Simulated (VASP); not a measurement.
# BaTiO3 (P1) in VASP: settings compared, part 2 of 2

VASP 6.6.1.

## Step 5: Single point, RPBE

The input, INCAR:

```
PREC = Accurate
ENCUT = 520
EDIFF = 1E-7
ISMEAR = -1
SIGMA = 0.05
LREAL = F
LASPH = T
NELM = 80
ALGO = Normal
ISIF = 2
LWAVE = F
LCHARG = F
GGA = RP
NBANDS = 28
```

The input, KPOINTS:

```
regular mesh
0
Gamma
  7 7 7
```

The input, POSCAR:

```
BaTiO3
1.0
    2.8276681600      1.6325549700      2.3177316100
   -2.8276681600      1.6325549700      2.3177316100
    0.0000000000     -3.2651099400      2.3177316100
Ba Ti O
1 1 3
Direct
    0.0334731600      0.9884685300      0.0018377600
    0.5061032600      0.5274847800      0.5372321600
    0.4862471500      0.4971470800      0.9711514600
    0.4740898700      0.9864150100      0.4720123700
    0.9787865600      0.4791845900      0.4964662400
```

Potentials or basis: VASP PAW PBE potentials, release 64 (Ba_sv, Ti_sv, O).

Run with:

```sh
$ cat potpaw_PBE.64/Ba_sv/POTCAR potpaw_PBE.64/Ti_sv/POTCAR potpaw_PBE.64/O/POTCAR > POTCAR
$ mpirun -np 1 vasp_std > vasp.out
```

OUTCAR:

```text
PREC = Accurate
   ENCUT = 520
   EDIFF = 1E-7
   ISMEAR = -1
   LREAL = F
   LASPH = T
   NELM = 80
   ISIF = 2
   GGA = RP

 ion  position               nearest neighbor table
   1  0.033  0.988  0.002-   4 2.58   3 2.67   3 2.73   4 2.76   5 2.80   5 2.83   5 2.85   5 2.89
                             4 2.92   3 2.95   3 2.99   4 3.09   2 3.23   2 3.37   2 3.40   2 3.42
   2  0.506  0.527  0.537-   3 1.74   4 1.86   5 1.91   5 2.13   4 2.19   3 2.27   1 3.23   1 3.37
                             1 3.40   1 3.42   1 3.53   1 3.54   1 3.59   1 3.70
   3  0.486  0.497  0.971-   2 1.74   2 2.27   1 2.67   1 2.73   1 2.95   1 2.99
   4  0.474  0.986  0.472-   2 1.86   2 2.19   1 2.58   1 2.76   1 2.92   1 3.09
   5  0.979  0.479  0.496-   2 1.91   2 2.13   1 2.80   1 2.83   1 2.85   1 2.89

  LATTYP: Found a trigonal (rhomboedric) cell.
 ALAT       =     4.0041007441
 COS(alpha) =     0.0025827219

  Lattice vectors:

 A1 = (   2.8276681600,   1.6325549700,   2.3177316100)
 A2 = (  -2.8276681600,   1.6325549700,   2.3177316100)
 A3 = (   0.0000000000,  -3.2651099400,   2.3177316100)

Analysis of symmetry for initial positions (statically):
=====================================================================
 Subroutine PRICEL returns:
 Original cell was already a primitive cell.

 Routine SETGRP: Setting up the symmetry group for a
 trigonal (rhombohedral) supercell.

 Subroutine GETGRP returns: Found  1 space group operations
 (whereof  1 operations were pure point group operations)
 out of a pool of 12 trial point group operations.

The static configuration has the point symmetry C_1 .

Analysis of symmetry for dynamics (positions and initial velocities):
=====================================================================
 Subroutine PRICEL returns:
 Original cell was already a primitive cell.

 Routine SETGRP: Setting up the symmetry group for a
 trigonal (rhombohedral) supercell.

[... 129 lines left out ...]
     AMIX     =   0.40;   BMIX     =  1.00
     AMIX_MAG =   1.60;   BMIX_MAG =  1.00
  volume/ion in A,a.u.               =      12.84        86.64
  Fermi-wavevector in a.u.,A,eV,Ry     =   1.398271  2.642349 26.601582  1.955161
  Thomas-Fermi vector in A             =   2.521445
   LORBIT       =      0    0 simple, 1 ext, 2 COOP (PROOUT), +10 PAW based schemes
   GGA     = RP    functional components
   LHFCALC =     F    Hartree Fock is set to
   AEXX    =    0.0000 exact exchange contribution
   IVDW    =     0    specifies the selected vdW correction
   LEPSILON=     F    determine dielectric tensor
   LRPA    =     F    only Hartree local field effects (RPA)
 non-spin polarized calculation
  energy-cutoff  :      520.00
  volume of cell :       64.20
 maximum number of plane-waves:      1752
 NGX is ok and might be reduce to    30
   NGX = 15   NGY = 15   NGZ = 15

 number of electron      40.0000002 magnetization

 Free energy of the ion-electron system (eV)
  ---------------------------------------------------
  ext. energy  EPLUGINS =         0.00000000
  ---------------------------------------------------
  free energy    TOTEN  =       -37.60380552 eV

  energy without entropy =      -37.60380552  energy(sigma->0) =      -37.60380552

 E-fermi :   5.1041     XC(G=0): -10.9964

 val. band max:        3.8771469950   @ k =  -0.4286   0.4286  -0.2857
 cond. band min:       6.6654904997   @ k =   0.0000   0.0000   0.0000
 fundamental gap:      2.7883435047
 Fermi energy:         5.1041085050

 k-point     1 :       0.0000    0.0000    0.0000
  band No.  band energies     occupation
      1     -52.3057      2.00000
      2     -28.6556      2.00000
      3     -28.4987      2.00000
      4     -28.4610      2.00000
      5     -20.9571      2.00000
      6     -13.0745      2.00000
[... 733 lines left out ...]
     27      11.7562      0.00000
     28      12.5191      0.00000

 [... further k-points ...]

------------------------ aborting loop because EDIFF is reached ----------------------------------------

  FORCE on cell =-STRESS in cart. coord.  units (eV):
  Direction    XX          YY          ZZ          XY          YZ          ZX
  --------------------------------------------------------------------------------------
  -------------------------------------------------------------------------------------
  Total        5.3866941      7.1124199      6.2990569      0.0342157     -1.8790796     -0.1066149
  in kB      134.4380637    177.5077498    157.2082986      0.8539366    -46.8970043     -2.6608347
  external PRESSURE =     156.3847040 kB  Pullay stress =       0.0000000 kB

 VOLUME and BASIS-vectors are now :
 -----------------------------------------------------------------------------
  energy-cutoff  :      520.00
  volume of cell :       64.20
      direct lattice vectors                 reciprocal lattice vectors
     2.827668160  1.632554970  2.317731610     0.176824143  0.102089467  0.143818780
    -2.827668160  1.632554970  2.317731610    -0.176824143  0.102089467  0.143818780
     0.000000000 -3.265109940  2.317731610     0.000000000 -0.204178934  0.143818780

 POSITION                                       TOTAL-FORCE (eV/Angst)
 -----------------------------------------------------------------------------------
     -2.70041      1.66238      2.37285        -1.291860     -0.406788     -0.297752
     -0.06046     -0.06673      3.64074         0.924474      1.531971     -1.465794
     -0.03082     -1.56547      4.53011         0.178403     -1.271154      0.938676
     -1.44869      0.84318      4.47906         0.302547     -0.158242      0.631330
      1.41271      0.75920      4.52986        -0.113564      0.304213      0.193540
 -----------------------------------------------------------------------------------
    total drift:                                0.000233     -0.000473      0.000229

  FREE ENERGIE OF THE ION-ELECTRON SYSTEM (eV)
  ---------------------------------------------------
  free  energy   TOTEN  =       -37.6038055230 eV

  energy  without entropy=      -37.6038055230  energy(sigma->0) =      -37.60380552
```

Run time: 4 min. Hardware: 1 thread of Intel Xeon 6975P-C (Granite Rapids), shared host; peak memory 0.39 GiB.

Results:

| Property | Result |
| --- | --- |
| Free energy | -37.6038 eV |
| Pressure | 15.6 GPa |
| Largest force | 2.313 eV/Å |
| Band gap on the k mesh | 2.79 eV (least direct gap 3.34 eV) |

Forces on the atoms (eV/Å):
```
Ba  -1.292 -0.407 -0.298
Ti   0.924  1.532 -1.466
O    0.178 -1.271  0.939
O    0.303 -0.158  0.631
O   -0.114  0.304  0.194
```

Caveat: the cell stands under pressure; the PAW data sets were made with another functional, which shifts forces and pressure a little; spin-orbit coupling is left out, which moves the levels of the heavy elements; an odd mesh through Γ misses points on the zone boundary, where band edges can lie.

## Step 6: Single point, PBE

The input, INCAR:

```
ALGO = Normal
EDIFF = 1E-7
ENCUT = 520
GGA = PE
ISIF = 2
ISMEAR = -1
LASPH = T
LCHARG = T
LELF = T
LREAL = F
LVHAR = T
LWAVE = F
NBANDS = 28
NELM = 80
PREC = Accurate
SIGMA = 0.05
```

The input, KPOINTS:

```
k-points
0
Gamma
  7 7 7
```

POSCAR is that of step 5.

Potentials or basis: VASP PAW PBE potentials, release 64 (Ba_sv, Ti_sv, O).

Run with:

```sh
$ cat potpaw_PBE.64/Ba_sv/POTCAR potpaw_PBE.64/Ti_sv/POTCAR potpaw_PBE.64/O/POTCAR > POTCAR
$ mpirun -np 1 vasp_std > vasp.out
```

Wall time 3.4 min (1 thread of Intel Xeon 6975P-C (Granite Rapids), shared host); peak memory 0.39 GiB.

Results (log left out):

```
Free energy            : -39.7237 eV
Pressure               : 11.4 GPa
Largest force          : 2.320 eV/Å
Band gap on the k mesh : 2.75 eV (least direct gap 3.30 eV)
```

Forces on the atoms (eV/Å):
```
Ba  -1.278 -0.405 -0.271
Ti   0.930  1.534 -1.470
O    0.164 -1.246  0.921
O    0.309 -0.178  0.619
O   -0.126  0.294  0.201
```

Stress tensor (GPa, compression positive):
```
 9.17  0.09 -0.27
 0.09 13.51 -4.71
-0.27 -4.71 11.46
```

Levels at points of the mesh, in eV from the valence-band top:
| k point | band 16 | band 17 | band 18 | band 19 | band 20 | band 21 | band 22 | band 23 | band 24 | band 25 |
| --- | --- | --- | --- | --- | --- | --- | --- | --- | --- | --- |
| (0.00, 0.00, 0.00) | -1.70 | -1.17 | -0.72 | -0.61 | -0.55 | 2.75 | 3.01 | 3.34 | 4.81 | 5.06 |

Caveat: the cell stands under pressure; spin-orbit coupling is left out, which moves the levels of the heavy elements; an odd mesh through Γ misses points on the zone boundary, where band edges can lie; forces of over 1 eV/Å act on the atoms, so gaps and moduli don't describe the material at rest.

## Step 7: Summary

| level | U | cell | gap on the mesh (eV) | pressure (GPa) | largest force (eV/Å) |
| --- | --- | --- | --- | --- | --- |
| PBE+U | Ti d U = 6.0 eV | a = 4.004 Å, angles 89.9°, 5 atoms | 3.42 | 17.3 | 4.16 |
| PBE+U | Ti d U = 2.0 eV | a = 4.004 Å, angles 89.9°, 5 atoms | 2.95 | 13.3 | 2.90 |
| PBE | - | a = 4.083 Å, angles 89.9°, 5 atoms | 2.58 | 1.2 | 1.51 |
| RPBE | - | a = 4.004 Å, angles 89.9°, 5 atoms | 2.79 | 15.6 | 2.31 |
| PBE | - | a = 4.004 Å, angles 89.9°, 5 atoms | 2.75 | 11.4 | 2.32 |

Alike in all rows: task single point; potentials or basis VASP PAW PBE potentials, release 64 (Ba_sv, Ti_sv, O); no spin polarisation; k mesh 7 × 7 × 7; cutoff (eV) 520; smearing fermi-dirac 0.05 eV.

On the cell as given the gap runs from 2.75 eV (PBE) to 3.42 eV (PBE+U). The pressure there spans 11.4 GPa (PBE) to 17.3 GPa (PBE+U); a positive pressure means that this level wants a larger cell, a negative one a smaller.

Caveats: spin-orbit coupling is left out, which moves the levels of the heavy elements; an odd mesh through Γ misses points on the zone boundary, where band edges can lie; the cell stands under pressure (at least some runs); forces of over 1 eV/Å act on the atoms, so gaps and moduli don't describe the material at rest (at least some runs); the PAW data sets were made with another functional, which shifts forces and pressure a little (at least some runs).

Absolute energies hang on the potentials; compare differences alone.
